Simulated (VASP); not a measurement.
LiH3, 4 atoms in the cell. It takes space group P6/mmm (No. 191, hexagonal). Conventional cell: a = 2.823 Å, b = 2.823 Å, c = 4.939 Å, α = 90.00°, β = 90.00°, γ = 120.00°. Li (site symmetry 6/mmm) has 2 H at 1.49 Å within 2.0 Å. Within 1.3 Å of H (site symmetry 6mm) lie 1 H at 0.97 Å. Within 1.3 Å of H (site symmetry 6/mmm) lie 2 H at 0.97 Å. The cell was generated, and may not be a known phase.

| Item | Value |
| --- | --- |
| Program | VASP 6.6.1 |
| Task | relaxation of cell and atoms |
| Functional | PBE |
| Potentials or basis | VASP PAW PBE potentials, release 64 (Li_sv, H_h) |
| Cutoff | 1230 eV |
| k mesh | 6 × 6 × 4 |
| Occupations | gaussian, width 0.1 eV |
| Spin | no spin polarisation |
| Dipole correction | no |
| Further INCAR settings | ALGO = Normal; EDIFF = 1e-07; IBRION = 2; EDIFFG = -0.04; NSW = 90; ISIF = 3 |

Potentials or basis: VASP PAW PBE potentials, release 64 (Li_sv, H_h).

Run with:

```sh
$ cat potpaw_PBE.64/Li_sv/POTCAR potpaw_PBE.64/H_h/POTCAR > POTCAR
$ mpirun -np 1 vasp_std > vasp.out
```

Hardware: 1 thread of Intel(R) Xeon(R) 6975P-C (Granite Rapids) (shared host).

**Question.** Estimate the wall time of this run.

**Answer.** Run time: 59 s on 1 thread of Intel(R) Xeon(R) 6975P-C (Granite Rapids), with other jobs on the host, peak memory 0.23 GiB. Counts: scf iterations 114, k points 21, ion steps 13.
